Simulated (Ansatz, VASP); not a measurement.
Two plane-wave programs on Al2H3

```
Al H
1.0
     1.58660    0.91603    5.18903
    -1.58660    0.91603    5.18903
     0.00000   -1.83205    5.18903
Al H
2 3
Direct
  0.40775 0.40775 0.40775
  0.59225 0.59225 0.59225
  0.00000 0.00000 0.00000
  0.22238 0.22238 0.22238
  0.77762 0.77762 0.77762
```

Alike in both runs: functional PBE; k mesh 6 × 6 × 6; occupations gaussian, width 0.1 eV; no spin polarisation.

Ansatz relaxed the structure, and its values are those at the end. VASP's run is a single point on that final structure, the one shown.

|  | VASP | Ansatz |
| --- | --- | --- |
| version | VASP 6.6.1 | Ansatz 0.2.0 |
| potentials or method | VASP PAW PBE potentials, release 64 (Al, H), cutoff 520 eV | scalar-relativistic, plane waves, PAW |
| valence electrons in the cell | 9 | 9 |

Ansatz gave:

| Item | Value |
| --- | --- |
| gap on the k mesh at the Fermi level (eV) | none |
| pressure (GPa) | 0.0 |
| rms of the force components (eV/Å) | 0.015 |

Question: What did VASP give for the same quantities?

Answer: gap on the k mesh at the Fermi level (eV): none; pressure (GPa): -0.1; rms of the force components (eV/Å): 0.015.

A gap of «none» marks a metal or a gap that the smearing closes. With one functional, cell and mesh, what is left measures potentials, basis and numerics.

The k mesh is coarse, so the values compare programs but aren't converged.
